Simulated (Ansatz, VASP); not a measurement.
**Two plane-wave programs on ZnS**

INCAR

```
SYSTEM = ZnS
PREC = Accurate
ENCUT = 520
EDIFF = 1E-7
ISMEAR = 0
SIGMA = 0.02
LREAL = .FALSE.
LASPH = .TRUE.
NELM = 80
ALGO = Normal
ISIF = 2
LWAVE = .FALSE.
LCHARG = .FALSE.
GGA = RP
NBANDS = 16
```

The input KPOINTS:

```
regular mesh
0
G
  8 8 8
  0 0 0
```

POSCAR

```
ZnS
1.0
    0.0000000000      2.7211786305      2.7211786305
    2.7211786305      0.0000000000      2.7211786305
    2.7211786305      2.7211786305      0.0000000000
Zn S
1 1
Direct
    0.0000000000      0.0000000000      0.0000000000
    0.2500000000      0.2500000000      0.2500000000
```

Input for Ansatz:

```yaml
crystal:
  lattice:
    - [0.0, 2.7211786305, 2.7211786305]
    - [2.7211786305, 0.0, 2.7211786305]
    - [2.7211786305, 2.7211786305, 0.0]
  atoms:
    - { symbol: Zn, position: [0.0, 0.0, 0.0] }
    - { symbol: S, position: [0.25, 0.25, 0.25] }
kpoints:
  mp_grid: { grid: [8, 8, 8] }
hamiltonian:
  xc: rpbe
scf:
  occupations: { method: gaussian, width: 0.02 }
output:
  forces: true
  eigenvalues: true
  stress: true
```

Alike in both runs: task single point; functional RPBE; k mesh 8 × 8 × 8; occupations gaussian, width 0.02 eV; no spin polarisation.

|  | VASP | Ansatz |
| --- | --- | --- |
| version | VASP 6.6.1 | Ansatz 0.2.0 |
| potentials or method | VASP PAW PBE potentials, release 64 (Zn, S) | scalar-relativistic, plane waves, PAW |
| plane-wave cutoff (eV) | 520 | 420 |
| valence electrons in the cell | 18 | 18 |

```tsv
	VASP	Ansatz	Ansatz less VASP
gap on the k mesh at the Fermi level (eV)	2.19	2.19	0.000
pressure (GPa)	2.7	2.6	-0.14
```

VASP's potentials were made for PBE, not for RPBE. The functional is the same, so the differences come from potentials, cutoffs and numerics.
